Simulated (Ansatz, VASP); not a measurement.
**Two plane-wave programs on C**

```
C
1.0
     1.22913    0.70964    3.28357
    -1.22913    0.70964    3.28357
     0.00000   -1.41928    3.28357
C
2
Direct
  0.16658 0.16658 0.16658
  0.83342 0.83342 0.83342
```

Alike in both runs: functional PBEsol; dispersion D3(BJ); k mesh 15 × 15 × 15; occupations gaussian, width 0.02 eV; no spin polarisation.

Ansatz relaxed the structure, and its values are those at the end. VASP's run is a single point on that final structure, the one shown.

|  | VASP | Ansatz |
| --- | --- | --- |
| version | VASP 6.6.1 | Ansatz 0.2.0 |
| potentials or method | VASP PAW PBE potentials, release 64 (C), cutoff 520 eV | scalar-relativistic, plane waves, PAW |
| valence electrons in the cell | 8 | 8 |

VASP gave:

```
gap on the k mesh at the Fermi level (eV) : 0.75
least direct gap on the mesh (eV)         : 0.75
pressure (GPa)                            : 0.7
```

Task: Estimate Ansatz's values.

Result: gap on the k mesh at the Fermi level (eV): 0.75; least direct gap on the mesh (eV): 0.75; pressure (GPa): 0.0.

VASP's potentials were made for PBE, not for PBEsol.
